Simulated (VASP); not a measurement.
# Pd (Fm-3m) in VASP: a series of runs

The runs below take Pd through single point, with PBE.

All numbers are computed with VASP 6.6.1; they aren't measurements. Logs are shortened: lines on timing, memory, paths and dates and some standing lists are left out, and cuts for length are marked.

## 1. The cell of the first run

The structure is cubic, space group Fm-3m (No. 225). The conventional cell has a = 3.745 Å, b = 3.745 Å, c = 3.745 Å, α = 90.00°, β = 90.00°, γ = 90.00°. Pd (site symmetry m-3m) has 12 Pd at 2.65 Å within 3.5 Å.

## 2. Single point, PBE

INCAR reads:

```
PREC = Accurate
ENCUT = 500
EDIFF = 1E-6
ISMEAR = 0
SIGMA = 0.1
LREAL = False
LASPH = True
NELM = 120
ALGO = Normal
ISIF = 2
LWAVE = False
LCHARG = True
GGA = PE
LELF = True
LVHAR = True
NBANDS = 11
GGA_COMPAT = False
```

KPOINTS reads:

```
regular mesh
0
Gamma
  11 11 11
```

POSCAR reads:

```
Pd
1.0
    0.0000000000      1.8725785693      1.8725785693
    1.8725785693      0.0000000000      1.8725785693
    1.8725785693      1.8725785693      0.0000000000
Pd
1
Direct
    0.0000000000      0.0000000000      0.0000000000
```

Potentials or basis: VASP PAW PBE potentials, release 64 (Pd).

On the command line:

```bash
cat potpaw_PBE.64/Pd/POTCAR > POTCAR
mpirun -np 1 vasp_std > vasp.out
```

OUTCAR:

```text
PREC = Accurate
   ENCUT = 500
   EDIFF = 1E-6
   ISMEAR = 0
   LREAL = False
   LASPH = True
   NELM = 120
   ISIF = 2
   GGA = PE

 ion  position               nearest neighbor table
   1  0.000  0.000  0.000-

  LATTYP: Found a face centered cubic cell.
 ALAT       =     3.7451571386

  Lattice vectors:

 A1 = (   0.0000000000,   1.8725785693,   1.8725785693)
 A2 = (   1.8725785693,   0.0000000000,   1.8725785693)
 A3 = (   1.8725785693,   1.8725785693,   0.0000000000)

Analysis of symmetry for initial positions (statically):
=====================================================================
 Subroutine PRICEL returns:
 Original cell was already a primitive cell.

 Routine SETGRP: Setting up the symmetry group for a
 face centered cubic supercell.

 Subroutine GETGRP returns: Found 48 space group operations
 (whereof 48 operations were pure point group operations)
 out of a pool of 48 trial point group operations.

The static configuration has the point symmetry O_h .

Analysis of symmetry for dynamics (positions and initial velocities):
=====================================================================
 Subroutine PRICEL returns:
 Original cell was already a primitive cell.

 Routine SETGRP: Setting up the symmetry group for a
 face centered cubic supercell.

 Subroutine GETGRP returns: Found 48 space group operations
 (whereof 48 operations were pure point group operations)
 out of a pool of 48 trial point group operations.

The dynamic configuration has the point symmetry O_h .

 Subroutine INISYM returns: Found 48 space group operations
 (whereof 48 operations are pure point group operations),
 and found     1 'primitive' translations

----------------------------------------------------------------------------------------

                                     Primitive cell

  volume of cell :      13.1326

  direct lattice vectors                    reciprocal lattice vectors
     0.000000000  1.872578569  1.872578569    -0.267011493  0.267011493  0.267011493
     1.872578569  0.000000000  1.872578569     0.267011493 -0.267011493  0.267011493
     1.872578569  1.872578569  0.000000000     0.267011493  0.267011493 -0.267011493

  length of vectors
     2.648226009  2.648226009  2.648226009     0.462477472  0.462477472  0.462477472

  position of ions in fractional coordinates (direct lattice)
     0.000000000  0.000000000  0.000000000

  ion indices of the primitive-cell ions
   primitive index   ion index
                 1           1
[... 73 lines left out ...]
   LREAL  =      F    real-space projection
   EDIFFG = 0.1E-04   stopping-criterion for IOM
   NSW    =      0    number of steps for IOM
   IBRION =     -1    ionic relax: 0-MD 1-quasi-New 2-CG
   NFREE  =      0    steps in history (QN), initial steepest desc. (CG)
   ISIF   =      2    stress and relaxation
   ISYM   =      2    0-nonsym 1-usesym 2-fastsym
   POTIM  = 0.5000    time-step for ionic-motion
   TEBEG  =    0.0;   TEEND  =   0.0 temperature during run
   PSTRESS=    0.0 pullay stress
   NELECT =      10.0000    total number of electrons
   NUPDOWN=      -1.0000    fix difference up-down
   EMIN   =  10.00;   EMAX   =-10.00  energy-range for DOS
   EFERMI =   0.00;   METHOD = LEGACY
   ISMEAR =     0;   SIGMA  =   0.10  broadening in eV -4-tet -1-fermi 0-gaus
   EFERMI_NEDOS =   21; number of points for ismear=-14 and -15
   IALGO  =     38    algorithm
   IMIX   =      4    mixing-type and parameters
     AMIX     =   0.40;   BMIX     =  1.00
     AMIX_MAG =   1.60;   BMIX_MAG =  1.00
  volume/ion in A,a.u.               =      13.13        88.62
  Fermi-wavevector in a.u.,A,eV,Ry     =   1.494944  2.825034 30.407063  2.234856
  Thomas-Fermi vector in A             =   2.607152
   LORBIT       =      0    0 simple, 1 ext, 2 COOP (PROOUT), +10 PAW based schemes
   GGA     = PE    functional components
   LHFCALC =     F    Hartree Fock is set to
   AEXX    =    0.0000 exact exchange contribution
   IVDW    =     0    specifies the selected vdW correction
   LEPSILON=     F    determine dielectric tensor
   LRPA    =     F    only Hartree local field effects (RPA)
 non-spin polarized calculation
 Gauss-broadening in eV      SIGMA  =   0.10
  energy-cutoff  :      500.00
  volume of cell :       13.13
 maximum number of plane-waves:       340
   NGX =  9   NGY =  9   NGZ =  9

 number of electron      10.0000000 magnetization

 number of electron       9.9999996 magnetization

 Free energy of the ion-electron system (eV)
  ---------------------------------------------------
  ext. energy  EPLUGINS =         0.00000000
  ---------------------------------------------------
  free energy    TOTEN  =        -4.97886797 eV

  energy without entropy =       -4.96724730  energy(sigma->0) =       -4.97305764

 E-fermi :  11.9242     XC(G=0): -13.9211

 val. band max:       11.9082919253   @ k =  -0.4545   0.3636   0.0909
 cond. band min:      11.9457482558   @ k =   0.4545   0.1818   0.0000
 fundamental gap:      0.0374563305
 Fermi energy:        11.9241808587

 k-point     1 :       0.0000    0.0000    0.0000
  band No.  band energies     occupation
      1       3.8030      2.00000
      2       8.4784      2.00000
      3       8.4784      2.00000
      4       8.4784      2.00000
      5      10.4255      2.00000
      6      10.4255      2.00000
      7      29.0549      0.00000
      8      34.5093      0.00000
      9      34.5093      0.00000
     10      34.5093      0.00000
     11      37.6651      0.00000
[... 309 lines left out ...]
 k-point    24 :      -0.1818    0.1818    0.0000
  band No.  band energies     occupation
      1       6.4868      2.00000
      2       7.6483      2.00000
      3       8.6960      2.00000
      4       9.5628      2.00000
      5       9.6089      2.00000
      6      12.0771      0.03059
      7      27.8285      0.00000
      8      29.1419      0.00000
      9      33.9985      0.00000
     10      35.1269      0.00000
     11      37.7215      0.00000

 [... further k-points ...]
[... 5 lines left out ...]
  --------------------------------------------------------------------------------------
  -------------------------------------------------------------------------------------
  Total        3.2475318      3.2475318      3.2475318      0.0000000      0.0000000      0.0000000
  in kB      396.1994379    396.1994379    396.1994379      0.0000000      0.0000000      0.0000000
  external PRESSURE =     396.1994379 kB  Pullay stress =       0.0000000 kB

 VOLUME and BASIS-vectors are now :
 -----------------------------------------------------------------------------
  energy-cutoff  :      500.00
  volume of cell :       13.13
      direct lattice vectors                 reciprocal lattice vectors
     0.000000000  1.872578569  1.872578569    -0.267011493  0.267011493  0.267011493
     1.872578569  0.000000000  1.872578569     0.267011493 -0.267011493  0.267011493
     1.872578569  1.872578569  0.000000000     0.267011493  0.267011493 -0.267011493

 POSITION                                       TOTAL-FORCE (eV/Angst)
 -----------------------------------------------------------------------------------
      0.00000      0.00000      0.00000         0.000000      0.000000      0.000000
 -----------------------------------------------------------------------------------
    total drift:                                0.000000      0.000000     -0.000000

  FREE ENERGIE OF THE ION-ELECTRON SYSTEM (eV)
  ---------------------------------------------------
  free  energy   TOTEN  =        -4.9788679691 eV

  energy  without entropy=       -4.9672473035  energy(sigma->0) =       -4.97305764
```

stdout:

```text
POSCAR found type information on POSCAR Pd
 POSCAR found :  1 types and       1 ions
 scaLAPACK will be used
 LDA part: xc-table for (Slater+PW92), standard interpolation
 POSCAR, INCAR and KPOINTS ok, starting setup
 FFT: planning ... GRIDC
 FFT: planning ... GRID_SOFT
 FFT: planning ... GRID
 WAVECAR not read
 entering main loop
```

Run time: 3.9 s. Hardware: 1 thread of Intel Xeon 6975P-C (Granite Rapids), shared host; peak memory 0.12 GiB.

What came out:

- Free energy: -4.9789 eV
- Pressure: 39.6 GPa
- Band gap on the k mesh: zero (bands 5 and 6 overlap by 1.84 eV)

Caveat: the cell stands under pressure.

## 3. Single point, PBE

This run uses another cell than the first one, of 12.50 Å³/atom.

INCAR reads:

```
SYSTEM = Pd
PREC = Accurate ; ENCUT = 500
EDIFF = 1E-6 ; ISMEAR = 0
SIGMA = 0.1 ; LREAL = .FALSE.
LASPH = .TRUE. ; NELM = 120
ALGO = Normal ; ISIF = 2
LWAVE = .FALSE. ; LCHARG = .FALSE.
GGA = PE ; NBANDS = 11
GGA_COMPAT = .FALSE.
```

KPOINTS reads:

```
Automatic mesh
0
G
  11 11 11
  0 0 0
```

POSCAR reads:

```
Pd
1.0
    0.0000000000      1.8421416781      1.8421416781
    1.8421416781      0.0000000000      1.8421416781
    1.8421416781      1.8421416781      0.0000000000
Pd
1
Direct
    0.0000000000      0.0000000000      0.0000000000
```

Potentials or basis: VASP PAW PBE potentials, release 64 (Pd).

On the command line:

```bash
cat potpaw_PBE.64/Pd/POTCAR > POTCAR
mpirun -np 1 vasp_std > vasp.out
```

It took 3.6 s on 1 thread of Intel Xeon 6975P-C (Granite Rapids), shared host; peak memory 0.13 GiB.

The run converged. Its results:

```
Free energy            : -4.7854 eV
Pressure               : 59.6 GPa
Band gap on the k mesh : zero (bands 5 and 6 overlap by 2.01 eV)
```

Levels at points of the mesh, in eV from the Fermi level:
| k point | band 2 | band 3 | band 4 | band 5 | band 6 | band 7 | band 8 | band 9 |
| --- | --- | --- | --- | --- | --- | --- | --- | --- |
| (0.00, 0.00, 0.00) | -3.73 | -3.73 | -3.73 | -1.62 | -1.62 | 17.07 | 22.82 | 22.82 |

Caveat: the cell stands under pressure.

## 4. Single point, PBE

This run uses another cell than the first one, of 13.99 Å³/atom.

INCAR reads:

```
SYSTEM = Pd
ALGO     = Normal         ! electronic algorithm
EDIFF    = 1E-6           ! SCF threshold, eV
ENCUT    = 500            ! plane-wave cutoff, eV
GGA      = PE             ! functional
GGA_COMPAT= .FALSE.      
ISIF     = 2              ! what is computed and relaxed
ISMEAR   = 0              ! smearing method
LASPH    = .TRUE.         ! aspherical terms in the spheres
LCHARG   = .FALSE.        ! write CHGCAR
LREAL    = .FALSE.        ! projectors in reciprocal space
LWAVE    = .FALSE.        ! write WAVECAR
NBANDS   = 11             ! bands
NELM     = 120            ! most SCF steps
PREC     = Accurate       ! precision mode
SIGMA    = 0.1            ! smearing width, eV
```

KPOINTS reads:

```
k-points
0
G
  11 11 11
  0 0 0
```

POSCAR reads:

```
Pd
1.0
    0.0000000000      1.9126527217      1.9126527217
    1.9126527217      0.0000000000      1.9126527217
    1.9126527217      1.9126527217      0.0000000000
Pd
1
Direct
    0.0000000000      0.0000000000      0.0000000000
```

On the command line:

```bash
cat potpaw_PBE.64/Pd/POTCAR > POTCAR
mpirun -np 1 vasp_std > vasp.out
```

It took 3.6 s on 1 thread of Intel Xeon 6975P-C (Granite Rapids), shared host; peak memory 0.12 GiB.

It converged, with:

```
Free energy            : -5.1353 eV
Pressure               : 19.7 GPa
Band gap on the k mesh : zero (bands 5 and 6 overlap by 1.65 eV)
```

Levels at points of the mesh, in eV from the Fermi level:
| k point | band 1 | band 2 | band 3 | band 4 | band 5 | band 6 | band 7 | band 8 | band 9 | band 10 |
| --- | --- | --- | --- | --- | --- | --- | --- | --- | --- | --- |
| (0.00, 0.00, 0.00) | -7.59 | -3.11 | -3.11 | -3.11 | -1.36 | -1.36 | 17.17 | 22.25 | 22.25 | 22.25 |

Caveat: the cell stands under pressure.

(Part 1 of 2 ends here.)
